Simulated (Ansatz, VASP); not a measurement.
**One calculation of MgCd2Se, two programs**

```xyz
8
Lattice="3.9280 0.0000 0.0000 0.0000 3.9280 0.0000 0.0000 0.0000 12.0975" Properties=species:S:1:pos:R:3 pbc="T T T"
Mg    0.0000    1.9640   10.6043
Mg    1.9640    0.0000    1.4933
Cd    0.0000    1.9640    4.1101
Cd    1.9640    0.0000    7.9874
Cd    1.9640    0.0000    5.0192
Cd    0.0000    1.9640    7.0784
Se    0.0000    1.9640    1.3297
Se    1.9640    0.0000   10.7678
```

Alike in both runs: functional PBE; k mesh 8 × 8 × 4; occupations gaussian, width 0.1 eV; no spin polarisation.

Ansatz relaxed the structure, and its values are those at the end. VASP's run is a single point on that final structure, the one shown.

|  | VASP | Ansatz |
| --- | --- | --- |
| version | VASP 6.6.1 | Ansatz 0.2.0 |
| potentials or method | VASP PAW PBE potentials, release 64 (Mg, Cd, Se), cutoff 520 eV | scalar-relativistic, plane waves, PAW |
| valence electrons in the cell | 64 | 132 |

|  | VASP | Ansatz | Ansatz less VASP |
| --- | --- | --- | --- |
| gap on the k mesh at the Fermi level (eV) | none | none | - |
| pressure (GPa) | 0.1 | 0.0 | -0.11 |
| rms of the force components (eV/Å) | 0.006 | 0.001 | -0.0052 |

A gap of «none» marks a metal or a gap that the smearing closes. With one functional, cell and mesh, what is left measures potentials, basis and numerics. VASP's potentials hold 64 valence electrons a cell and Ansatz's 132, so a difference there can come from the potentials and not from the codes.
